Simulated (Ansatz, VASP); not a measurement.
ZrB2 in VASP and in Ansatz

INCAR

```
SYSTEM = ZrB2
  PREC = Accurate
  ENCUT = 520
  EDIFF = 1E-6
  ISMEAR = -1
  SIGMA = 0.05
  LREAL = .FALSE.
  LASPH = .TRUE.
  NELM = 80
  ALGO = Normal
  ISIF = 2
  LWAVE = .FALSE.
  LCHARG = .TRUE.
  GGA = B5
  ALDAX = 1.0
  AGGAX = 1.0
  AGGAC = 1.0
  ALDAC = 0.0
  LELF = .TRUE.
  LVHAR = .TRUE.
  NBANDS = 16
```

File KPOINTS:

```
regular mesh
0
G
  10 10 8
  0 0 0
```

Contents of POSCAR:

```
ZrB2
1.0
    3.1700000000      0.0000000000      0.0000000000
   -1.5850000000      2.7453005300      0.0000000000
    0.0000000000      0.0000000000      3.5330000000
Zr B
1 2
Direct
    0.0000000000      0.0000000000      0.0000000000
    0.6666666667      0.3333333333      0.5000000000
    0.3333333333      0.6666666667      0.5000000000
```

File input.yaml:

```yaml
crystal:
  lattice:
    - [3.17, 0.0, 0.0]
    - [-1.585, 2.74530053, 0.0]
    - [0.0, 0.0, 3.533]
  atoms:
    - { symbol: Zr, position: [0.0, 0.0, 0.0] }
    - { symbol: B, position: [0.6666666667, 0.3333333333, 0.5] }
    - { symbol: B, position: [0.3333333333, 0.6666666667, 0.5] }
hamiltonian:
  xc: blyp
  pseudopotentials: { kind: paw }
kpoints:
  mp_grid: { grid: [10, 10, 8] }
  band_path:
    path:
      - [[0.0, 0.0, 0.0], [0.5, 0.0, 0.0], [0.3333333333, 0.3333333333, 0.0], [0.0, 0.0, 0.0], [0.0, 0.0, 0.5], [0.5, 0.0, 0.5], [0.3333333333, 0.3333333333, 0.5], [0.0, 0.0, 0.5]]
      - [[0.5, 0.0, 0.5], [0.5, 0.0, 0.0]]
      - [[0.3333333333, 0.3333333333, 0.0], [0.3333333333, 0.3333333333, 0.5]]
    npoints: 14
scf:
  occupations: { method: fermi_dirac, width: 0.05 }
  n_extra_bands: 7
output:
  forces: true
  stress: true
  eigenvalues: true
  fatbands: false
  write_density: true
  write_potential: true
  elf: true
  volumetric_format: npy
```

Alike in both runs: functional BLYP; k mesh 10 × 10 × 8; occupations fermi-dirac, width 0.05 eV; no spin polarisation.

|  | VASP | Ansatz |
| --- | --- | --- |
| version | VASP 6.6.1 | Ansatz 0.2.0 |
| potentials or method | VASP PAW PBE potentials, release 64 (Zr_sv, B) | Ansatz PAW |
| plane-wave cutoff (eV) | 520 | 420 |
| valence electrons in the cell | 18 | 18 |
| task | single point | band structure |

Ansatz gave:

```
gap on the k mesh at the Fermi level (eV)                     : none
pressure (GPa)                                                : 7.3
traceless stress, the component that is largest in VASP (GPa) : 3.46
```

**Question.** What did VASP give for the same quantities?

**Answer.** gap on the k mesh at the Fermi level (eV): none; pressure (GPa): 7.7; traceless stress, the component that is largest in VASP (GPa): 3.58.

VASP's potentials were made for PBE, not for BLYP. A gap of «none» marks a metal or a gap that the smearing closes.
